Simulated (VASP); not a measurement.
# ReS (Pm-3m) in VASP: further runs

The runs below take ReS through single point, with r2SCAN.

Program: VASP 6.6.1. These are calculated values, not measurements. Logs are shortened: lines on timing, memory, paths and dates and some standing lists are left out, and cuts for length are marked.

## 1. The cell of the first run

It takes space group Pm-3m (No. 221, cubic). The conventional cell has a = 3.146 Å, b = 3.146 Å, c = 3.146 Å, α = 90.00°, β = 90.00°, γ = 90.00°. Re (site symmetry m-3m) has 8 S at 2.72 Å and 6 Re at 3.15 Å within 3.6 Å. Within 3.6 Å of S (site symmetry m-3m) lie 8 Re at 2.72 Å and 6 S at 3.15 Å.

## 2. Single point, r2SCAN

POSCAR reads:

```
ReS
1.0
    3.1458511960      0.0000000000      0.0000000000
    0.0000000000      3.1458511960      0.0000000000
    0.0000000000      0.0000000000      3.1458511960
Re S
1 1
Direct
    0.0000000000      0.0000000000      0.0000000000
    0.5000000000      0.5000000000      0.5000000000
```

INCAR.step1 reads:

```
SYSTEM = ReS
PREC = Accurate ; ENCUT = 520
ISMEAR = 0 ; SIGMA = 0.1
LREAL = .FALSE. ; LASPH = .TRUE.
NELM = 60 ; NBANDS = 14
GGA = PE ; ALGO = Normal
EDIFF = 1E-4 ; LWAVE = .TRUE.
LCHARG = .FALSE.
```

INCAR.step2 reads:

```
SYSTEM = ReS
PREC = Accurate ; ENCUT = 520
EDIFF = 1E-6 ; ISMEAR = 0
SIGMA = 0.1 ; LREAL = .FALSE.
LASPH = .TRUE. ; NELM = 60
ALGO = Normal ; ISIF = 2
LWAVE = .FALSE. ; LCHARG = .FALSE.
METAGGA = R2SCAN ; LMIXTAU = .TRUE.
NBANDS = 14 ; ISTART = 1
```

KPOINTS reads:

```
regular mesh
0
G
  14 14 14
  0 0 0
```

Potentials or basis: VASP PAW PBE potentials, release 64 (Re, S).

Run with:

```console
$ cat potpaw_PBE.64/Re/POTCAR potpaw_PBE.64/S/POTCAR > POTCAR
$ cp INCAR.step1 INCAR
$ mpirun -np 1 vasp_std > vasp.out
$ cp INCAR.step2 INCAR
$ mpirun -np 1 vasp_std > vasp.out
```

OUTCAR:

```text
SYSTEM = ReS
   PREC = Accurate
   ENCUT = 520
   EDIFF = 1E-6
   ISMEAR = 0
   LREAL = .FALSE.
   LASPH = .TRUE.
   NELM = 60
   ISIF = 2
   METAGGA = R2SCAN
   ISTART = 1

 ion  position               nearest neighbor table
   1  0.000  0.000  0.000-   2 2.72   2 2.72   2 2.72   2 2.72   2 2.72   2 2.72   2 2.72   2 2.72

   2  0.500  0.500  0.500-   1 2.72   1 2.72   1 2.72   1 2.72   1 2.72   1 2.72   1 2.72   1 2.72

  LATTYP: Found a simple cubic cell.
 ALAT       =     3.1458511960

  Lattice vectors:

 A1 = (   3.1458511960,   0.0000000000,   0.0000000000)
 A2 = (   0.0000000000,   3.1458511960,   0.0000000000)
 A3 = (   0.0000000000,   0.0000000000,   3.1458511960)

Analysis of symmetry for initial positions (statically):
=====================================================================
 Subroutine PRICEL returns:
 Original cell was already a primitive cell.

 Routine SETGRP: Setting up the symmetry group for a
 simple cubic supercell.

 Subroutine GETGRP returns: Found 48 space group operations
 (whereof 48 operations were pure point group operations)
 out of a pool of 48 trial point group operations.

The static configuration has the point symmetry O_h .

Analysis of symmetry for dynamics (positions and initial velocities):
=====================================================================
 Subroutine PRICEL returns:
 Original cell was already a primitive cell.

 Routine SETGRP: Setting up the symmetry group for a
 simple cubic supercell.

 Subroutine GETGRP returns: Found 48 space group operations
 (whereof 48 operations were pure point group operations)
 out of a pool of 48 trial point group operations.

The dynamic configuration has the point symmetry O_h .

 Subroutine INISYM returns: Found 48 space group operations
 (whereof 48 operations are pure point group operations),
 and found     1 'primitive' translations

----------------------------------------------------------------------------------------

                                     Primitive cell

  volume of cell :      31.1325

  direct lattice vectors                    reciprocal lattice vectors
     3.145851196  0.000000000  0.000000000     0.317878990  0.000000000  0.000000000
     0.000000000  3.145851196  0.000000000     0.000000000  0.317878990  0.000000000
     0.000000000  0.000000000  3.145851196     0.000000000  0.000000000  0.317878990

  length of vectors
     3.145851196  3.145851196  3.145851196     0.317878990  0.317878990  0.317878990

  position of ions in fractional coordinates (direct lattice)
     0.000000000  0.000000000  0.000000000
     0.500000000  0.500000000  0.500000000

  ion indices of the primitive-cell ions
   primitive index   ion index
                 1           1
                 2           2

----------------------------------------------------------------------------------------

 KPOINTS: regular mesh

Automatic generation of k-mesh.
 Grid dimensions read from file:
 generate k-points for:   14   14   14

 Generating k-lattice:

  Cartesian coordinates                     Fractional coordinates (reciprocal lattice)
     0.022705642  0.000000000  0.000000000     0.071428571  0.000000000  0.000000000
     0.000000000  0.022705642  0.000000000     0.000000000  0.071428571  0.000000000
     0.000000000  0.000000000  0.022705642     0.000000000  0.000000000  0.071428571

  Length of vectors
     0.022705642  0.022705642  0.022705642

  Shift w.r.t. Gamma in fractional coordinates (k-lattice)
     0.000000000  0.000000000  0.000000000

 Subroutine IBZKPT returns following result:
 ===========================================

 Found    120 irreducible k-points:

 Following reciprocal coordinates:
            Coordinates               Weight
  0.000000  0.000000  0.000000      1.000000
  0.071429  0.000000  0.000000      6.000000
  0.142857  0.000000  0.000000      6.000000
  0.214286  0.000000  0.000000      6.000000
  0.285714  0.000000  0.000000      6.000000
  0.357143  0.000000  0.000000      6.000000
[... 16 lines left out ...]
  0.285714  0.214286  0.000000     24.000000
  0.357143  0.214286  0.000000     24.000000
 [... further k-points ...]
   k-points           NKPTS =    120   k-points in BZ     NKDIM =    120   number of bands    NBANDS=     14
   number of dos      NEDOS =    301   number of ions     NIONS =      2
   total plane-waves  NPLWV =  13824
   dimension x,y,z NGX =    24 NGY =   24 NGZ =   24
   dimension x,y,z NGXF=    48 NGYF=   48 NGZF=   48
   ions per type =               1   1
   NGX,Y,Z   is equivalent  to a cutoff of  12.68, 12.68, 12.68 a.u.
   NGXF,Y,Z  is equivalent  to a cutoff of  25.37, 25.37, 25.37 a.u.
 SYSTEM =  ReS
   PREC   = accura    normal or accurate (medium, high low for compatibility)
   ISTART =      1    job   : 0-new  1-cont  2-samecut
   ICHARG =      0    charge: 1-file 2-atom 10-const
   ISPIN  =      1    spin polarized calculation?
   LNONCOLLINEAR =      F non collinear calculations
   LSORBIT =      F    spin-orbit coupling
   LASPH  =      T    aspherical Exc in radial PAW
   ENCUT  =  520.0 eV  38.22 Ry    6.18 a.u.   5.85  5.85  5.85*2*pi/ulx,y,z
   NELM   =     60;   NELMIN=  2; NELMDL=  0     # of ELM steps
   EDIFF  = 0.1E-05   stopping-criterion for ELM
   LREAL  =      F    real-space projection
   EDIFFG = 0.1E-04   stopping-criterion for IOM
   NSW    =      0    number of steps for IOM
   IBRION =     -1    ionic relax: 0-MD 1-quasi-New 2-CG
   NFREE  =      0    steps in history (QN), initial steepest desc. (CG)
   ISIF   =      2    stress and relaxation
   ISYM   =      2    0-nonsym 1-usesym 2-fastsym
   POTIM  = 0.5000    time-step for ionic-motion
   TEBEG  =    0.0;   TEEND  =   0.0 temperature during run
   PSTRESS=    0.0 pullay stress
   NELECT =      13.0000    total number of electrons
   NUPDOWN=      -1.0000    fix difference up-down
   EMIN   =  10.00;   EMAX   =-10.00  energy-range for DOS
   EFERMI =   0.00;   METHOD = LEGACY
   ISMEAR =     0;   SIGMA  =   0.10  broadening in eV -4-tet -1-fermi 0-gaus
   EFERMI_NEDOS =   21; number of points for ismear=-14 and -15
   IALGO  =     38    algorithm
   IMIX   =      4    mixing-type and parameters
     AMIX     =   0.40;   BMIX     =  1.00
     AMIX_MAG =   1.60;   BMIX_MAG =  1.00
  volume/ion in A,a.u.               =      15.57       105.05
  Fermi-wavevector in a.u.,A,eV,Ry     =   1.223633  2.312331 20.371693  1.497277
  Thomas-Fermi vector in A             =   2.358737
   LORBIT       =      0    0 simple, 1 ext, 2 COOP (PROOUT), +10 PAW based schemes
   METAGGA = R2SCAN    functional components
   LHFCALC =     F    Hartree Fock is set to
   AEXX    =    0.0000 exact exchange contribution
   IVDW    =     0    specifies the selected vdW correction
   LEPSILON=     F    determine dielectric tensor
   LRPA    =     F    only Hartree local field effects (RPA)
 non-spin polarized calculation
 Gauss-broadening in eV      SIGMA  =   0.10
  energy-cutoff  :      520.00
  volume of cell :       31.13
 maximum number of plane-waves:       861
 NGX is ok and might be reduce to    24
   NGX = 11   NGY = 11   NGZ = 11

 number of electron      13.0000004 magnetization

 Free energy of the ion-electron system (eV)
  ---------------------------------------------------
  ext. energy  EPLUGINS =         0.00000000
  ---------------------------------------------------
  free energy    TOTEN  =       -58.89978966 eV

  energy without entropy =      -58.88873717  energy(sigma->0) =      -58.89426342

 E-fermi :   8.3420     XC(G=0): -13.2501

 val. band max:        8.3354380789   @ k =   0.5000   0.3571   0.0000
 cond. band min:       8.3420435266   @ k =   0.2143   0.0714   0.0000
 fundamental gap:      0.0066054476
 Fermi energy:         8.3420302996

 k-point     1 :       0.0000    0.0000    0.0000
  band No.  band energies     occupation
      1      -8.7893      2.00000
      2       4.1877      2.00000
      3       4.1877      2.00000
      4       5.5203      2.00000
      5       5.5203      2.00000
      6       5.5203      2.00000
      7       8.4077      0.35326
      8       8.4077      0.35326
      9       8.4077      0.35326
     10       9.3442      0.00000
     11      17.8676      0.00000
     12      17.8676      0.00000
     13      24.9126      0.00000
     14      24.9126      0.00000

 k-point     2 :       0.0714    0.0000    0.0000
  band No.  band energies     occupation
      1      -8.7240      2.00000
      2       3.8317      2.00000
      3       4.2249      2.00000
      4       5.3930      2.00000
      5       5.3930      2.00000
      6       5.5616      2.00000
      7       8.4266      0.23187
      8       8.5718      0.00116
      9       8.5718      0.00116
     10       9.7615      0.00000
     11      17.6301      0.00000
     12      18.0277      0.00000
     13      23.5460      0.00000
     14      23.5460      0.00000

 k-point     3 :       0.1429    0.0000    0.0000
  band No.  band energies     occupation
      1      -8.5329      2.00000
      2       2.8948      2.00000
      3       4.3317      2.00000
      4       5.0860      2.00000
      5       5.0860      2.00000
      6       5.8904      2.00000
      7       8.4801      0.05085
      8       8.9921      0.00000
      9       8.9921      0.00000
     10      10.6540      0.00000
     11      17.0165      0.00000
     12      18.4783      0.00000
     13      21.8734      0.00000
     14      21.8734      0.00000

 k-point     4 :       0.2143    0.0000    0.0000
  band No.  band energies     occupation
      1      -8.2320      2.00000
      2       1.7454      2.00000
      3       4.4942      2.00000
      4       4.7221      2.00000
      5       4.7221      2.00000
      6       6.5303      2.00000
      7       8.5592      0.00213
      8       9.5528      0.00000
      9       9.5528      0.00000
     10      11.5807      0.00000
     11      16.2255      0.00000
     12      19.0100      0.00000
     13      20.3239      0.00000
     14      20.3239      0.00000

 k-point     5 :       0.2857    0.0000    0.0000
  band No.  band energies     occupation
      1      -7.8528      2.00000
      2       0.6207      2.00000
      3       4.3831      2.00000
      4       4.3831      2.00000
      5       4.6877      2.00000
      6       7.3969      2.00000
      7       8.6496      0.00001
      8      10.1720      0.00000
      9      10.1720      0.00000
     10      12.3557      0.00000
     11      15.4328      0.00000
[... 276 lines left out ...]
 k-point    22 :       0.2143    0.2143    0.0000
  band No.  band energies     occupation
      1      -7.7681      2.00000
      2       1.6430      2.00000
      3       2.6672      2.00000
      4       4.7078      2.00000
      5       5.3986      2.00000
      6       7.6780      2.00000
      7       7.7265      2.00000
      8       8.4082      0.34963
      9      10.3664      0.00000
     10      13.4616      0.00000
     11      17.2186      0.00000
     12      17.7234      0.00000
     13      19.1138      0.00000
     14      19.3366      0.00000

 k-point    23 :       0.2857    0.2143    0.0000
  band No.  band energies     occupation
      1      -7.4627      2.00000
      2       0.9619      2.00000
      3       2.6464      2.00000
      4       4.6443      2.00000
      5       5.4794      2.00000
      6       7.6317      2.00000
      7       8.1180      1.99846
      8       8.5890      0.00048
      9      10.4398      0.00000
     10      13.5154      0.00000
     11      16.7754      0.00000
     12      17.5312      0.00000
     13      19.0257      0.00000
     14      19.8160      0.00000

 k-point    24 :       0.3571    0.2143    0.0000
  band No.  band energies     occupation
      1      -7.1516      2.00000
      2       0.2430      2.00000
      3       2.7727      2.00000
      4       4.5545      2.00000
      5       5.4379      2.00000
      6       7.6858      2.00000
      7       8.6653      0.00000
      8       8.9776      0.00000
      9      10.3548      0.00000
     10      13.1899      0.00000
     11      16.1772      0.00000
     12      17.3777      0.00000
     13      18.8839      0.00000
     14      20.2945      0.00000

 [... further k-points ...]
[... 5 lines left out ...]
  --------------------------------------------------------------------------------------
  -------------------------------------------------------------------------------------
  Total       -6.0745553     -6.0745553     -6.0745553      0.0000000     -0.0000000      0.0000000
  in kB     -312.6155293   -312.6155293   -312.6155293      0.0000000     -0.0000000      0.0000000
  external PRESSURE =    -312.6155293 kB  Pullay stress =       0.0000000 kB

 VOLUME and BASIS-vectors are now :
 -----------------------------------------------------------------------------
  energy-cutoff  :      520.00
  volume of cell :       31.13
      direct lattice vectors                 reciprocal lattice vectors
     3.145851196  0.000000000  0.000000000     0.317878990  0.000000000  0.000000000
     0.000000000  3.145851196  0.000000000     0.000000000  0.317878990  0.000000000
     0.000000000  0.000000000  3.145851196     0.000000000  0.000000000  0.317878990

 POSITION                                       TOTAL-FORCE (eV/Angst)
 -----------------------------------------------------------------------------------
      0.00000      0.00000      0.00000         0.000000      0.000000      0.000000
      1.57293      1.57293      1.57293         0.000000      0.000000      0.000000
 -----------------------------------------------------------------------------------
    total drift:                               -0.000000     -0.000000     -0.000000

  FREE ENERGIE OF THE ION-ELECTRON SYSTEM (eV)
  ---------------------------------------------------
  free  energy   TOTEN  =       -58.8997896633 eV

  energy  without entropy=      -58.8887371746  energy(sigma->0) =      -58.89426342
```

Run time: 91 s. Hardware: 1 thread of Intel Xeon 6975P-C, shared host; peak memory 0.18 GiB.

Results:

```
Free energy : -58.8998 eV
Pressure    : -31.3 GPa
```

Levels at points of the mesh, in eV from the Fermi level:
| k point | band 4 | band 5 | band 6 | band 7 | band 8 | band 9 |
| --- | --- | --- | --- | --- | --- | --- |
| (0.00, 0.00, 0.00) | -2.82 | -2.82 | -2.82 | 0.07 | 0.07 | 0.07 |
| (0.50, 0.00, 0.00) | -4.46 | -3.27 | 0.47 | 1.28 | 3.11 | 3.11 |
| (0.50, 0.50, 0.00) | -4.27 | -1.55 | -1.55 | -1.53 | -0.40 | 1.75 |
| (0.50, 0.50, 0.50) | -7.94 | 1.86 | 1.86 | 2.35 | 2.35 | 2.35 |

Caveat: the PAW data sets were made with another functional, which shifts forces and pressure a little; spin-orbit coupling is left out, which moves the levels of the heavy elements.

## 3. Single point, r2SCAN

This run uses another cell than the first one, of 16.86 Å³/atom, 1.083 times its volume.

POSCAR reads:

```
ReS
1.0
    3.2309150898      0.0000000000      0.0000000000
    0.0000000000      3.2309150898      0.0000000000
    0.0000000000      0.0000000000      3.2309150898
Re S
1 1
Direct
    0.0000000000      0.0000000000      0.0000000000
    0.5000000000      0.5000000000      0.5000000000
```

INCAR.step1 reads:

```
SYSTEM = ReS
PREC = Accurate
ENCUT = 520
ISMEAR = 0
SIGMA = 0.1
LREAL = .FALSE.
LASPH = .TRUE.
NELM = 100
NBANDS = 14
GGA = PE
ALGO = Normal
EDIFF = 1E-4
LWAVE = .TRUE.
LCHARG = .FALSE.
```

INCAR.step2 reads:

```
SYSTEM = ReS
PREC = Accurate
ENCUT = 520
EDIFF = 1E-6
ISMEAR = 0
SIGMA = 0.1
LREAL = .FALSE.
LASPH = .TRUE.
NELM = 100
ALGO = Normal
ISIF = 2
LWAVE = .FALSE.
LCHARG = .FALSE.
METAGGA = R2SCAN
LMIXTAU = .TRUE.
NBANDS = 14
ISTART = 1
```

KPOINTS reads:

```
Automatic mesh
0
G
  14 14 14
  0 0 0
```

Potentials or basis: VASP PAW PBE potentials, release 64 (Re, S).

Run with:

```console
$ cat potpaw_PBE.64/Re/POTCAR potpaw_PBE.64/S/POTCAR > POTCAR
$ cp INCAR.step1 INCAR
$ mpirun -np 1 vasp_std > vasp.out
$ cp INCAR.step2 INCAR
$ mpirun -np 1 vasp_std > vasp.out
```

Run time: 76 s. Hardware: 1 thread of Intel Xeon 6975P-C, shared host; peak memory 0.19 GiB.

The run converged. Its results:

```
Free energy : -58.3435 eV
Pressure    : -36.9 GPa
```

Levels at points of the mesh, in eV from the Fermi level:
```
           k point  band 3  band 4  band 5  band 6  band 7  band 8  band 9  band 10  band 11  band 12
(0.00, 0.00, 0.00)   -3.61   -2.63   -2.63   -2.63    0.11    0.11    0.11     0.44     9.42     9.42
(0.50, 0.00, 0.00)   -4.04   -4.04   -2.86    0.45    1.13    2.74    2.74     4.90     6.22     6.88
(0.50, 0.50, 0.00)   -6.15   -3.78   -1.45   -1.29   -1.29   -0.47    1.56     3.18     9.81     9.81
(0.50, 0.50, 0.50)   -7.19   -7.19    1.65    1.65    2.49    2.49    2.49     3.31     3.31     3.31
```

Caveat: the PAW data sets were made with another functional, which shifts forces and pressure a little; spin-orbit coupling is left out, which moves the levels of the heavy elements.
